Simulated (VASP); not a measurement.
Y3Si2F, 6 atoms in the cell. Symmetry: P6/mmm, No. 191, hexagonal system. The conventional cell has a = 7.445 Å, b = 7.445 Å, c = 3.769 Å, α = 90.00°, β = 90.00°, γ = 120.00°. Within 3.8 Å of Y (site symmetry mmm) lie 4 Si at 2.86 Å and 6 Y at 3.72 to 3.77 Å. Within 3.8 Å of Si (site symmetry -6m2) lie 6 Y at 2.86 Å and 2 Si at 3.77 Å. F (site symmetry 6/mmm) has 2 F at 3.77 Å and 12 Y at 4.17 Å and 6 Si at 4.30 Å within 4.9 Å. The cell was generated, and may not be a known phase.

| Quantity | Value |
| --- | --- |
| Program | VASP 6.6.1 |
| Task | relaxation of cell and atoms |
| Functional | PBE |
| Potentials or basis | VASP PAW PBE potentials, release 64 (Y_sv, Si, F) |
| Cutoff | 600 eV |
| k mesh | 6 × 6 × 10 |
| Occupations | gaussian, width 0.01 eV |
| Spin | no spin polarisation |
| Dipole correction | no |
| Further INCAR settings | ALGO = Normal; EDIFF = 1e-06; IBRION = 2; EDIFFG = -0.01; NSW = 100; ISIF = 3 |

Potentials or basis: VASP PAW PBE potentials, release 64 (Y_sv, Si, F).

Launch:

```sh
$ cat potpaw_PBE.64/Y_sv/POTCAR potpaw_PBE.64/Si/POTCAR potpaw_PBE.64/F/POTCAR > POTCAR
$ mpirun -np 1 vasp_std > vasp.out
```

Hardware: 1 thread of Intel(R) Xeon(R) Platinum 8375C CPU @ 2.90GHz (Ice Lake) (shared host).

**Question.** How long does it take, and how much memory?

**Answer.** Wall time 12 min on 1 thread of Intel(R) Xeon(R) Platinum 8375C CPU @ 2.90GHz (Ice Lake) (shared host), peak memory 0.5 GiB. Counts: scf iterations 32, k points 42, ion steps 3.
